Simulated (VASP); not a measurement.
# Mn in VASP: further runs

Mn is run at these levels: PBEsol, revPBE, PBE; tasks: single point, relaxation of cell and atoms.

All numbers are computed with VASP 6.6.1; they aren't measurements. Logs are shortened: lines on timing, memory, paths and dates and some standing lists are left out, and cuts for length are marked.

## (1) The cell of the first run

The structure is monoclinic, space group C2/m (No. 12). The conventional cell has a = 4.302 Å, b = 2.484 Å, c = 4.026 Å, α = 90.00°, β = 90.00°, γ = 90.00°. Mn (site symmetry m) has 12 Mn at 2.40 to 2.52 Å within 3.2 Å.

## (2) Single point, PBEsol, collinear spin, ferromagnetic start (atoms moved at random)

INCAR reads:

```
SYSTEM = Mn
  PREC = Accurate
  ENCUT = 520
  EDIFF = 1E-6
  ISMEAR = -1
  SIGMA = 0.05
  LREAL = .False.
  LASPH = .True.
  NELM = 150
  ALGO = Normal
  ISIF = 2
  LWAVE = .False.
  LCHARG = .False.
  ISPIN = 2
  MAGMOM = 4 4
  LORBIT = 11
  LMAXMIX = 4
  GGA = PS
  NBANDS = 24
```

KPOINTS reads:

```
Automatic mesh
0
Gamma
  12 12 7
  0 0 0
```

POSCAR reads:

```
Mn
1.0
    2.4836457705      0.0000000000      0.0000000000
   -1.2418228853      2.1509003313      0.0000000000
    0.0000000000      0.0000000000      4.0261950000
Mn
2
Direct
    0.3406050000      0.6765870000      0.2463550000
    0.7231940000      0.3678500000      0.7501900000
```

Potentials or basis: VASP PAW PBE potentials, release 64 (Mn_pv).

The run is started by

```
$ cat potpaw_PBE.64/Mn_pv/POTCAR > POTCAR
$ mpirun -np 1 vasp_std > vasp.out
```

OUTCAR:

```text
SYSTEM = Mn
   PREC = Accurate
   ENCUT = 520
   EDIFF = 1E-6
   ISMEAR = -1
   LREAL = .False.
   LASPH = .True.
   NELM = 150
   ISIF = 2
   ISPIN = 2
   LORBIT = 11
   GGA = PS

 ion  position               nearest neighbor table
   1  0.341  0.677  0.246-   2 2.40   2 2.42   2 2.49   2 2.49   2 2.52   2 2.52
   2  0.723  0.368  0.750-   1 2.40   1 2.42   1 2.49   1 2.49   1 2.52   1 2.52

  LATTYP: Found a hexagonal cell.
 ALAT       =     2.4836457705
 C/A-ratio  =     1.6210826229

  Lattice vectors:

 A1 = (   2.4836457705,   0.0000000000,   0.0000000000)
 A2 = (  -1.2418228853,   2.1509003313,   0.0000000000)
 A3 = (   0.0000000000,   0.0000000000,   4.0261950000)

Analysis of symmetry for initial positions (statically):
=====================================================================
 Subroutine PRICEL returns:
 Original cell was already a primitive cell.

 Routine SETGRP: Setting up the symmetry group for a
 hexagonal supercell.

 Subroutine GETGRP returns: Found  2 space group operations
 (whereof  1 operations were pure point group operations)
 out of a pool of 24 trial point group operations.

The static configuration has the point symmetry C_1 .
 The point group associated with its full space group is S_2 .

Analysis of symmetry for dynamics (positions and initial velocities):
=====================================================================
 Subroutine PRICEL returns:
 Original cell was already a primitive cell.

 Routine SETGRP: Setting up the symmetry group for a
 hexagonal supercell.

 Subroutine GETGRP returns: Found  2 space group operations
 (whereof  1 operations were pure point group operations)
 out of a pool of 24 trial point group operations.

The dynamic configuration has the point symmetry C_1 .
 The point group associated with its full space group is S_2 .

Analysis of structural, dynamic, and magnetic symmetry:
=====================================================================
 Subroutine PRICEL returns:
 Original cell was already a primitive cell.

 Routine SETGRP: Setting up the symmetry group for a
 hexagonal supercell.

 Subroutine GETGRP returns: Found  2 space group operations
 (whereof  1 operations were pure point group operations)
 out of a pool of 24 trial point group operations.

The overall configuration has the point symmetry C_1 .
 The point group associated with its full space group is S_2 .

 Subroutine INISYM returns: Found  2 space group operations
 (whereof  1 operations are pure point group operations),
 and found     1 'primitive' translations

----------------------------------------------------------------------------------------

                                     Primitive cell

  volume of cell :      21.5082

  direct lattice vectors                    reciprocal lattice vectors
     2.483645770  0.000000000  0.000000000     0.402633907  0.232460795  0.000000000
    -1.241822885  2.150900331  0.000000000     0.000000000  0.464921589  0.000000000
     0.000000000  0.000000000  4.026195000     0.000000000  0.000000000  0.248373464

  length of vectors
     2.483645770  2.483645771  4.026195000     0.464921589  0.464921589  0.248373464

  position of ions in fractional coordinates (direct lattice)
     0.340605000  0.676587000  0.246355000
     0.723194000  0.367850000  0.750190000

  ion indices of the primitive-cell ions
   primitive index   ion index
                 1           1
                 2           2

----------------------------------------------------------------------------------------

 KPOINTS: Automatic mesh

Automatic generation of k-mesh.
 Grid dimensions read from file:
 generate k-points for:   12   12    7

 Generating k-lattice:

  Cartesian coordinates                     Fractional coordinates (reciprocal lattice)
     0.033552826  0.019371733  0.000000000     0.083333333  0.000000000  0.000000000
     0.000000000  0.038743466  0.000000000     0.000000000  0.083333333  0.000000000
     0.000000000  0.000000000  0.035481923     0.000000000  0.000000000  0.142857143

  Length of vectors
     0.038743466  0.038743466  0.035481923

  Shift w.r.t. Gamma in fractional coordinates (k-lattice)
     0.000000000  0.000000000  0.000000000

 Subroutine IBZKPT returns following result:
 ===========================================

 Found    506 irreducible k-points:

 Following reciprocal coordinates:
            Coordinates               Weight
  0.000000  0.000000  0.000000      1.000000
  0.083333 -0.000000  0.000000      2.000000
  0.000000  0.083333  0.000000      2.000000
 -0.083333  0.083333  0.000000      2.000000
  0.166667  0.000000  0.000000      2.000000
  0.000000  0.166667  0.000000      2.000000
[... 16 lines left out ...]
  0.166667  0.083333  0.000000      2.000000
 -0.083333  0.250000  0.000000      2.000000
 [... further k-points ...]
   k-points           NKPTS =    506   k-points in BZ     NKDIM =    506   number of bands    NBANDS=     24
   number of dos      NEDOS =    301   number of ions     NIONS =      2
   total plane-waves  NPLWV =   9720
   dimension x,y,z NGX =    18 NGY =   18 NGZ =   30
   dimension x,y,z NGXF=    36 NGYF=   36 NGZF=   60
   ions per type =               2
   NGX,Y,Z   is equivalent  to a cutoff of  12.05, 12.05, 12.39 a.u.
   NGXF,Y,Z  is equivalent  to a cutoff of  24.10, 24.10, 24.77 a.u.
 SYSTEM =  Mn
   PREC   = accura    normal or accurate (medium, high low for compatibility)
   ISTART =      0    job   : 0-new  1-cont  2-samecut
   ICHARG =      2    charge: 1-file 2-atom 10-const
   ISPIN  =      2    spin polarized calculation?
   LNONCOLLINEAR =      F non collinear calculations
   LSORBIT =      F    spin-orbit coupling
   LASPH  =      T    aspherical Exc in radial PAW
   ENCUT  =  520.0 eV  38.22 Ry    6.18 a.u.   4.62  4.62  7.49*2*pi/ulx,y,z
   NELM   =    150;   NELMIN=  2; NELMDL= -5     # of ELM steps
   EDIFF  = 0.1E-05   stopping-criterion for ELM
   LREAL  =      F    real-space projection
   EDIFFG = 0.1E-04   stopping-criterion for IOM
   NSW    =      0    number of steps for IOM
   IBRION =     -1    ionic relax: 0-MD 1-quasi-New 2-CG
   NFREE  =      0    steps in history (QN), initial steepest desc. (CG)
   ISIF   =      2    stress and relaxation
   ISYM   =      2    0-nonsym 1-usesym 2-fastsym
   POTIM  = 0.5000    time-step for ionic-motion
   TEBEG  =    0.0;   TEEND  =   0.0 temperature during run
   PSTRESS=    0.0 pullay stress
   NELECT =      26.0000    total number of electrons
   NUPDOWN=      -1.0000    fix difference up-down
   EMIN   =  10.00;   EMAX   =-10.00  energy-range for DOS
   EFERMI =   0.00;   METHOD = LEGACY
   ISMEAR =    -1;   SIGMA  =   0.05  broadening in eV -4-tet -1-fermi 0-gaus
   EFERMI_NEDOS =   21; number of points for ismear=-14 and -15
   IALGO  =     38    algorithm
   IMIX   =      4    mixing-type and parameters
     AMIX     =   0.40;   BMIX     =  1.00
     AMIX_MAG =   1.60;   BMIX_MAG =  1.00
  volume/ion in A,a.u.               =      10.75        72.57
  Fermi-wavevector in a.u.,A,eV,Ry     =   1.743938  3.295565 41.379665  3.041320
  Thomas-Fermi vector in A             =   2.815914
   LORBIT       =     11    0 simple, 1 ext, 2 COOP (PROOUT), +10 PAW based schemes
   GGA     = PS    functional components
   LHFCALC =     F    Hartree Fock is set to
   AEXX    =    0.0000 exact exchange contribution
   IVDW    =     0    specifies the selected vdW correction
   LEPSILON=     F    determine dielectric tensor
   LRPA    =     F    only Hartree local field effects (RPA)
 spin polarized calculation
  energy-cutoff  :      520.00
  volume of cell :       21.51
 maximum number of plane-waves:       590
   NGX =  9   NGY =  9   NGZ = 15

 number of electron      26.0000014 magnetization      -0.0008243

 number of electron      26.0000014 magnetization       0.0003736

 Free energy of the ion-electron system (eV)
  ---------------------------------------------------
  ext. energy  EPLUGINS =         0.00000000
  ---------------------------------------------------
  free energy    TOTEN  =       -19.38174417 eV

  energy without entropy =      -19.35906716  energy(sigma->0) =      -19.37040567

 E-fermi :  10.1861     XC(G=0): -14.1825

 val. band max:       10.1846653239   @ k =  -0.2500   0.0833  -0.2857
 cond. band min:      10.1863983980   @ k =  -0.4167  -0.1667   0.2857
 fundamental gap:      0.0017330741
 Fermi energy:        10.1861366540

 spin component 1

 k-point     1 :       0.0000    0.0000    0.0000
  band No.  band energies     occupation
      1     -37.9385      1.00000
      2     -37.2758      1.00000
      3     -37.2566      1.00000
      4     -37.1836      1.00000
      5     -37.1494      1.00000
      6     -37.1425      1.00000
[... 16 lines left out ...]
     23      36.5105      0.00000
     24      36.7074      0.00000
[... 598 lines left out ...]
      2     -37.4828      1.00000
      3     -37.4317      1.00000
      4     -37.3264      1.00000
      5     -37.1998      1.00000
      6     -37.1841      1.00000
[... 16 lines left out ...]
     23      33.6912      0.00000
     24      33.8449      0.00000

 [... further k-points ...]

 spin component 2

 k-point     1 :       0.0000    0.0000    0.0000
  band No.  band energies     occupation
      1     -37.9384      1.00000
      2     -37.2757      1.00000
      3     -37.2563      1.00000
      4     -37.1833      1.00000
      5     -37.1493      1.00000
      6     -37.1423      1.00000
[... 16 lines left out ...]
     23      36.5106      0.00000
     24      36.7075      0.00000
[... 598 lines left out ...]
      2     -37.4825      1.00000
      3     -37.4315      1.00000
      4     -37.3262      1.00000
      5     -37.1996      1.00000
      6     -37.1839      1.00000
[... 16 lines left out ...]
     23      33.6913      0.00000
     24      33.8449      0.00000

 [... further k-points ...]
[... 5 lines left out ...]
  --------------------------------------------------------------------------------------
  -------------------------------------------------------------------------------------
  Total       -1.3670857     -1.5493806     -1.6797265      0.1594277      0.0174183      0.0298916
  in kB     -101.8360593   -115.4154532   -125.1250950     11.8759819      1.2975142      2.2266638
  external PRESSURE =    -114.1255358 kB  Pullay stress =       0.0000000 kB

 VOLUME and BASIS-vectors are now :
 -----------------------------------------------------------------------------
  energy-cutoff  :      520.00
  volume of cell :       21.51
      direct lattice vectors                 reciprocal lattice vectors
     2.483645770  0.000000000  0.000000000     0.402633907  0.232460795  0.000000000
    -1.241822885  2.150900331  0.000000000     0.000000000  0.464921589  0.000000000
     0.000000000  0.000000000  4.026195000     0.000000000  0.000000000  0.248373464

 POSITION                                       TOTAL-FORCE (eV/Angst)
 -----------------------------------------------------------------------------------
      0.00574      1.45527      0.99187         0.176245      0.101612      0.024569
      1.33935      0.79121      3.02041        -0.176245     -0.101612     -0.024569
 -----------------------------------------------------------------------------------
    total drift:                               -0.000023      0.000327      0.000007

  FREE ENERGIE OF THE ION-ELECTRON SYSTEM (eV)
  ---------------------------------------------------
  free  energy   TOTEN  =       -19.3817441722 eV

  energy  without entropy=      -19.3590671605  energy(sigma->0) =      -19.37040567

 total charge

# of ion       s       p       d       tot
------------------------------------------
    1        0.429   6.405   5.158  11.991
    2        0.429   6.405   5.158  11.991
--------------------------------------------------
tot          0.858  12.809  10.315  23.983

 magnetization (x)

# of ion       s       p       d       tot
------------------------------------------
    1        0.000   0.000   0.000   0.000
    2        0.000   0.000   0.000   0.000
--------------------------------------------------
tot          0.000   0.000   0.000   0.000
```

It took 10 min on 1 thread of Intel Xeon 8259CL, shared host; peak memory 0.42 GiB.

Results:

```
Free energy                                           : -19.3817 eV
Pressure                                              : -11.4 GPa
Largest force                                         : 0.205 eV/Å
Band gap on the k mesh                                : zero (filled and empty bands overlap)
Net moment                                            : 0.00 μB per cell
Valence electrons inside the program's atomic spheres : Mn 11.99
```

Forces on the atoms (eV/Å):
```
Mn   0.176  0.102  0.025
Mn  -0.176 -0.102 -0.025
```

Caveat: the cell differs from its parent crystal (atoms moved at random); the cell stands under tension; the moments typed at the start vanished in this run; the PAW data sets were made with another functional, which shifts forces and pressure a little.

## (3) Single point, revPBE, collinear spin, ferromagnetic start

This run uses another cell than the first one, of 10.87 Å³/atom.

INCAR reads:

```
SYSTEM = Mn
PREC = Accurate
ENCUT = 520
EDIFF = 1E-7
ISMEAR = -1
SIGMA = 0.05
LREAL = .FALSE.
LASPH = .TRUE.
NELM = 150
ALGO = Fast
ISIF = 2
LWAVE = .FALSE.
LCHARG = .FALSE.
ISPIN = 2
MAGMOM = 4 4
LORBIT = 11
LMAXMIX = 4
GGA = RE
NBANDS = 24
```

KPOINTS reads:

```
Automatic mesh
0
G
  12 12 7
  0 0 0
```

POSCAR reads:

```
Mn
1.0
    2.4926124548      0.0000000000      0.0000000000
   -1.2463062274      2.1586657077      0.0000000000
    0.0000000000      0.0000000000      4.0391159656
Mn
2
Direct
    0.3333333333      0.6666666667      0.2500000000
    0.6666666667      0.3333333333      0.7500000000
```

Potentials or basis: VASP PAW PBE potentials, release 64 (Mn_pv).

The run is started by

```
$ cat potpaw_PBE.64/Mn_pv/POTCAR > POTCAR
$ mpirun -np 1 vasp_std > vasp.out
```

OUTCAR:

```text
SYSTEM = Mn
   PREC = Accurate
   ENCUT = 520
   EDIFF = 1E-7
   ISMEAR = -1
   LREAL = .FALSE.
   LASPH = .TRUE.
   NELM = 150
   ISIF = 2
   ISPIN = 2
   LORBIT = 11
   GGA = RE

 ion  position               nearest neighbor table
   1  0.333  0.667  0.250-   2 2.48   2 2.48   2 2.48   2 2.48   2 2.48   2 2.48
   2  0.667  0.333  0.750-   1 2.48   1 2.48   1 2.48   1 2.48   1 2.48   1 2.48

  LATTYP: Found a hexagonal cell.
 ALAT       =     2.4926124548
 C/A-ratio  =     1.6204348004

  Lattice vectors:

 A1 = (   2.4926124548,   0.0000000000,   0.0000000000)
 A2 = (  -1.2463062274,   2.1586657077,   0.0000000000)
[... 1516 lines left out ...]

 VOLUME and BASIS-vectors are now :
 -----------------------------------------------------------------------------
  energy-cutoff  :      520.00
  volume of cell :       21.73
      direct lattice vectors                 reciprocal lattice vectors
     2.492612455  0.000000000  0.000000000     0.401185510  0.231624562  0.000000000
    -1.246306227  2.158665708  0.000000000     0.000000000  0.463249125  0.000000000
     0.000000000  0.000000000  4.039115966     0.000000000  0.000000000  0.247578928

 POSITION                                       TOTAL-FORCE (eV/Angst)
 -----------------------------------------------------------------------------------
     -0.00000      1.43911      1.00978        -0.000000     -0.000000      0.000000
      1.24631      0.71956      3.02934         0.000000      0.000000      0.000000
 -----------------------------------------------------------------------------------
    total drift:                               -0.000000      0.000000     -0.000000

  FREE ENERGIE OF THE ION-ELECTRON SYSTEM (eV)
  ---------------------------------------------------
  free  energy   TOTEN  =       -17.0340710879 eV

  energy  without entropy=      -17.0114508104  energy(sigma->0) =      -17.02276095

 total charge

# of ion       s       p       d       tot
------------------------------------------
    1        0.422   6.393   5.142  11.956
    2        0.422   6.393   5.142  11.956
--------------------------------------------------
tot          0.843  12.786  10.283  23.913

 magnetization (x)

# of ion       s       p       d       tot
------------------------------------------
    1       -0.000  -0.000   0.000   0.000
    2       -0.000  -0.000   0.000   0.000
--------------------------------------------------
tot         -0.000  -0.000   0.000   0.000
```

stdout:

```text
POSCAR found type information on POSCAR Mn
 POSCAR found :  1 types and       2 ions
 scaLAPACK will be used
 -----------------------------------------------------------------------------
|                                                                             |
|                                                                             |
|     You enforced a specific xc type in the INCAR file but a different       |
|     I HOPE YOU KNOW WHAT YOU ARE DOING!                                     |
|                                                                             |
 -----------------------------------------------------------------------------

 LDA part: xc-table for (Slater+PW92), standard interpolation
 POSCAR, INCAR and KPOINTS ok, starting setup
 FFT: planning ... GRIDC
 FFT: planning ... GRID_SOFT
 FFT: planning ... GRID
 WAVECAR not read
 entering main loop
```

It took 4.8 min on 1 thread of Intel Xeon 8259CL, shared host; peak memory 0.15 GiB.

What came out:

- Free energy: -17.0341 eV
- Pressure: 0.0 GPa
- Band gap on the k mesh: zero (filled and empty bands overlap)
- Net moment: 0.00 μB per cell
- Valence electrons inside the program's atomic spheres: Mn 11.96

Stress tensor (GPa, compression positive):
```
 0.06  0.00  0.00
 0.00  0.06  0.00
 0.00  0.00 -0.08
```

Levels at points of the mesh, in eV from the Fermi level:
Spin up:
```tsv
k point	band 10	band 11	band 12	band 13	band 14	band 15	band 16	band 17
(0.00, 0.00, 0.00)	-0.92	-0.92	-0.46	-0.46	0.06	0.06	0.70	1.58
(0.50, 0.00, 0.00)	-1.33	-1.12	-0.91	-0.41	1.79	1.93	2.00	3.53
```
Spin down:
| k point | band 9 | band 10 | band 11 | band 12 | band 13 | band 14 | band 15 | band 16 | band 17 | band 18 |
| --- | --- | --- | --- | --- | --- | --- | --- | --- | --- | --- |
| (0.00, 0.00, 0.00) | -0.95 | -0.92 | -0.92 | -0.46 | -0.46 | 0.06 | 0.06 | 0.70 | 1.58 | 1.58 |
| (0.50, 0.00, 0.00) | -3.61 | -1.33 | -1.12 | -0.91 | -0.41 | 1.79 | 1.93 | 2.00 | 3.53 | 5.61 |

Caveat: the moments typed at the start vanished in this run; the PAW data sets were made with another functional, which shifts forces and pressure a little.

[end of part 1 of 2]
